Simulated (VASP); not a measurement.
Write the native input for VASP 6.6.1 that does the following.

- Task: single point
- Functional: PBE
- Potentials or basis: VASP PAW PBE potentials, release 64 (Sr_sv, Be, Te)
- Cutoff: 520 eV
- k mesh: 6 × 6 × 2
- Occupations: gaussian, width 0.1 eV
- Spin: no spin polarisation
- Dipole correction: no
- Further INCAR settings: ALGO = Normal; EDIFF = 1e-06; NBANDS = 29

The structure of Sr2BeTe3 lies in POSCAR:

```
Sr2BeTe3
1.0
    4.7122290964     -0.0000000029      0.0000000000
   -2.3561145457      4.0809101074      0.0000000000
    0.0000000000      0.0000000000     12.6913700830
Sr Be Te
2 1 3
Direct
    0.3333333333      0.6666666667      0.4881287528
    0.6666666667      0.3333333333      0.8648062760
    0.0000000000      0.0000000000      0.1769588319
    0.0000000000      0.0000000000     -0.0129223728
    0.3333333333      0.6666666667      0.2319813451
    0.6666666667      0.3333333333      0.6124554969
```

The input as run:

INCAR

```
PREC = Accurate ; ENCUT = 520
EDIFF = 1E-6 ; ISMEAR = 0
SIGMA = 0.1 ; LREAL = False
LASPH = True ; NELM = 80
ALGO = Normal ; ISIF = 2
LWAVE = False ; LCHARG = True
GGA = PE ; LELF = True
LVHAR = True ; NBANDS = 29
```

KPOINTS

```
Automatic mesh
0
Gamma
  6 6 2
```

Potentials or basis: VASP PAW PBE potentials, release 64 (Sr_sv, Be, Te).

The run is started by

```bash
$ cat potpaw_PBE.64/Sr_sv/POTCAR potpaw_PBE.64/Be/POTCAR potpaw_PBE.64/Te/POTCAR > POTCAR
$ mpirun -np 1 vasp_std > vasp.out
```

Results of the run:

```
Pressure               : 0.0 GPa
Largest force          : 0.043 eV/Å
Band gap on the k mesh : 1.48 eV
```

Caveat: spin-orbit coupling is left out, which moves the levels of the heavy elements.

Wall time 3.5 min on 1 thread of Oxide Virtual Turin-like Processor, on a shared host, peak memory 0.36 GiB.
